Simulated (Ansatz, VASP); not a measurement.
# Zn: VASP beside Ansatz

```
CELL_PARAMETERS angstrom
2.26817 -1.30849 0.00000
2.26817 1.30849 0.00000
-1.59172 0.00000 7.30041
ATOMIC_POSITIONS crystal
Zn 0.00000 0.00000 0.00000
Zn 0.22198 0.22198 0.66550
Zn 0.77802 0.77802 0.33450
```

Alike in both runs: task single point; functional BLYP; k mesh 6 × 6 × 2; no spin polarisation.

```csv
,VASP,Ansatz
version,VASP 6.6.1,Ansatz 0.2.0
potentials or method,"VASP PAW PBE potentials, release 64 (Zn), cutoff 500 eV","scalar-relativistic, plane waves, PAW"
occupations,"methfessel-paxton of order 1, width 0.045 eV","cold, width 0.045 eV"
valence electrons in the cell,36,36
```

|  | VASP | Ansatz | Ansatz less VASP |
| --- | --- | --- | --- |
| gap on the k mesh at the Fermi level (eV) | none | none | - |
| pressure (GPa) | 11.5 | 11.0 | -0.47 |
| traceless stress, the component that is largest in VASP (GPa) | 2.12 | 2.24 | +0.114 |
| rms of the force components (eV/Å) | 0.010 | 0.008 | -0.0015 |

VASP's potentials were made for PBE, not for BLYP. Atom by atom the forces differ by 0.002 eV/Å (rms over components). A gap of «none» marks a metal or a gap that the smearing closes.

The k mesh is coarse, so the values compare programs but aren't converged.
